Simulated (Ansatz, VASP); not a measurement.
One calculation of Hf, two programs

The input INCAR:

```
PREC     = Accurate       # precision mode
ENCUT    = 520            # plane-wave cutoff, eV
EDIFF    = 1E-7           # SCF threshold, eV
ISMEAR   = -1             # smearing method
SIGMA    = 0.03           # smearing width, eV
LREAL    = False          # projectors in reciprocal space
LASPH    = True           # aspherical terms in the spheres
NELM     = 100            # most SCF steps
ALGO     = Normal         # electronic algorithm
ISIF     = 2              # what is computed and relaxed
LWAVE    = False          # write WAVECAR
LCHARG   = False          # write CHGCAR
GGA      = PE             # functional
NBANDS   = 11             # bands
```

KPOINTS

```
regular mesh
0
Gamma
  13 13 13
```

The input POSCAR:

```
Hf
1.0
    0.0000000000      2.2200000000      2.1978000000
    2.2200000000      0.0000000000      2.1978000000
    2.2200000000      2.2200000000      0.0000000000
Hf
1
Direct
    0.0000000000      0.0000000000      0.0000000000
```

Input for Ansatz:

```yaml
crystal:
  lattice:
    - [0.0, 2.22, 2.1978]
    - [2.22, 0.0, 2.1978]
    - [2.22, 2.22, 0.0]
  atoms:
    - { symbol: Hf, position: [0.0, 0.0, 0.0] }
kpoints:
  mp_grid: { grid: [13, 13, 13] }
  band_path:
    path:
      - [0.0, 0.0, 0.0]
      - [0.0, 0.5, 0.5]
      - [0.25, 0.75, 0.5]
      - [0.0, 0.5, 0.0]
      - [0.0, 0.0, 0.0]
      - [0.5, 0.5, 0.0]
      - [0.3775380063, 0.6224619937, 0.0]
      - [-0.3775380063, 0.3775380063, 0.0]
      - [0.0, 0.0, 0.0]
    npoints: 5
scf:
  occupations: { method: fermi_dirac, width: 0.03 }
hamiltonian:
  xc: pbe
  pseudopotentials: { kind: all_electron, lapw: { basis_error: 0.001 } }
output:
  forces: true
  stress: true
  eigenvalues: true
```

Change from the starting cell: zz strain of -1 %.

Alike in both runs: task single point; functional PBE; k mesh 13 × 13 × 13; occupations fermi-dirac, width 0.03 eV; no spin polarisation.

```csv
,VASP,Ansatz
version,VASP 6.6.1,Ansatz 0.2.0
potentials or method,"VASP PAW PBE potentials, release 64 (Hf_pv), cutoff 520 eV","all-electron LAPW, scalar-relativistic"
```

```tsv
	VASP	Ansatz	Ansatz less VASP
pressure (GPa)	4.0	4.5	+0.46
traceless stress, the component that is largest in VASP (GPa)	0.11	0.11	+0.004
```

Ansatz ran all-electron here, and VASP with PAW potentials.

Spin-orbit coupling is off throughout.
